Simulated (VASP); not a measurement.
Set up this calculation in VASP 6.6.1, as the native input.

| Quantity | Value |
| --- | --- |
| Task | single point |
| Functional | PBE |
| Potentials or basis | VASP PAW PBE potentials, release 64 (F) |
| Cutoff | 520 eV |
| k mesh | 56 × 56 × 56 |
| Occupations | fermi-dirac, width 0.0612256 eV |
| Spin | no spin polarisation |
| Dipole correction | no |
| Further INCAR settings | ALGO = Normal; EDIFF = 1e-06; NBANDS = 10 |

The structure of F lies in POSCAR:

```
F
1.0
   -1.3425119585      1.3425119585      1.3425119585
    1.3425119585     -1.3425119585      1.3425119585
    1.3425119585      1.3425119585     -1.3425119585
F
1
Direct
    0.0000000000      0.0000000000      0.0000000000
```

These files were run (other wordings do the same):

INCAR

```
PREC = Accurate
ENCUT = 520
EDIFF = 1E-6
ISMEAR = -1
SIGMA = 0.06122561905347299
LREAL = F
LASPH = T
NELM = 100
ALGO = Normal
ISIF = 2
LWAVE = F
LCHARG = F
GGA = PE
NBANDS = 10
```

KPOINTS

```
regular mesh
0
Gamma
  56 56 56
```

Potentials or basis: VASP PAW PBE potentials, release 64 (F).

The run is started by

```sh
$ cat potpaw_PBE.64/F/POTCAR > POTCAR
$ mpirun -np 1 vasp_std > vasp.out
```

It gave:

The pressure is 1.8 GPa.

Caveat: an odd number of electrons without spin polarisation forces a metal; a magnetic or distorted state may lie lower.

Run time: 2.4 min on 1 thread of Intel(R) Xeon(R) 6975P-C (Granite Rapids), on a shared host, peak memory 0.43 GiB.
